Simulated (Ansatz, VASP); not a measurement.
**Cu: VASP beside Ansatz**

```
Cu
1.0
    -1.47886    1.47886    1.44489
     1.47886   -1.47886    1.44489
     1.47886    1.47886   -1.44489
Cu
1
Direct
  0.00000 0.00000 0.00000
```

Change from the starting cell: strain +0.025 along x and y, +0.050 along z, atoms carried along.

Alike in both runs: task single point; functional r2SCAN; k mesh 24 × 24 × 24; occupations gaussian, width 0.15 eV; no spin polarisation.

|  | VASP | Ansatz |
| --- | --- | --- |
| version | VASP 6.6.1 | Ansatz 0.2.0 |
| potentials or method | VASP PAW PBE potentials, release 64 (Cu), cutoff 520 eV | scalar-relativistic, plane waves, PAW |
| valence electrons in the cell | 11 | 19 |

|  | VASP | Ansatz | Ansatz less VASP |
| --- | --- | --- | --- |
| gap on the k mesh at the Fermi level (eV) | none | none | - |
| pressure (GPa) | -11.6 | -12.1 | -0.53 |
| traceless stress, the component that is largest in VASP (GPa) | -0.17 | -0.13 | +0.040 |

VASP's potentials were made for PBE, not for r2SCAN. A gap of «none» marks a metal or a gap that the smearing closes. The functional is the same, so the differences come from potentials, cutoffs and numerics. VASP's potentials hold 11 valence electrons a cell and Ansatz's 19, so a difference there can come from the potentials and not from the codes.
